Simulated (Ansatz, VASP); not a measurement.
Two plane-wave programs on NbH2

File INCAR:

```
SYSTEM = NbH2
  ALGO = Normal
  EDIFF = 1E-8
  ENCUT = 400
  GGA_COMPAT = .False.
  ISIF = 2
  ISMEAR = -1
  LASPH = .True.
  LCHARG = .False.
  LEFG = .True.
  LREAL = .False.
  LWAVE = .False.
  NBANDS = 14
  NELM = 120
  PREC = Accurate
  SIGMA = 0.03
```

The input KPOINTS:

```
k-points
0
Gamma
  15 15 15
  0 0 0
```

The input POSCAR:

```
NbH2
1.0
   -0.0228150000      2.2700925000      2.2700925000
    2.2700925000     -0.0228150000      2.2700925000
    2.2700925000      2.2700925000     -0.0228150000
Nb H
1 2
Direct
    0.0000000000      0.0000000000      0.0000000000
    0.2500000000      0.2500000000      0.2500000000
    0.7500000000      0.7500000000      0.7500000000
```

Input for Ansatz:

```yaml
crystal:
  lattice:
    - [-0.022815, 2.2700925, 2.2700925]
    - [2.2700925, -0.022815, 2.2700925]
    - [2.2700925, 2.2700925, -0.022815]
  atoms:
    - { symbol: Nb, position: [0.0, 0.0, 0.0] }
    - { symbol: H, position: [0.25, 0.25, 0.25] }
    - { symbol: H, position: [0.75, 0.75, 0.75] }
kpoints:
  mp_grid: { grid: [15, 15, 15] }
scf:
  occupations: { method: fermi_dirac, width: 0.03 }
hamiltonian:
  xc: lda
  pseudopotentials: { kind: paw }
output:
  forces: true
  stress: true
  eigenvalues: true
  efg: { contact_densities: true }
  write_density: true
  write_potential: true
  elf: true
  volumetric_format: npy
```

Change from the starting cell: equal xy, yz and zx shear strains of -1 %, PAW files.

Alike in both runs: task electric field gradients; functional LDA; k mesh 15 × 15 × 15; occupations fermi-dirac, width 0.03 eV; no spin polarisation.

```csv
,VASP,Ansatz
version,VASP 6.6.1,Ansatz 0.2.0
potentials or method,"VASP PAW LDA potentials, release 64 (Nb_sv, H)","PAW with Ansatz's default frozen-core files, scalar-relativistic"
plane-wave cutoff (eV),400,420
valence electrons in the cell,15,15
```

```tsv
	VASP	Ansatz	Ansatz less VASP
rms of the force components (eV/Å)	0.038	0.038	0.0000
size of Vzz on the site where it differs most (V/Å²)	14.7	14.6	-0.11
```

LDA's correlation is that of Perdew and Zunger in VASP and of Perdew and Wang (1992) in Ansatz. Atom by atom the forces differ by 0.000 eV/Å (rms over components).
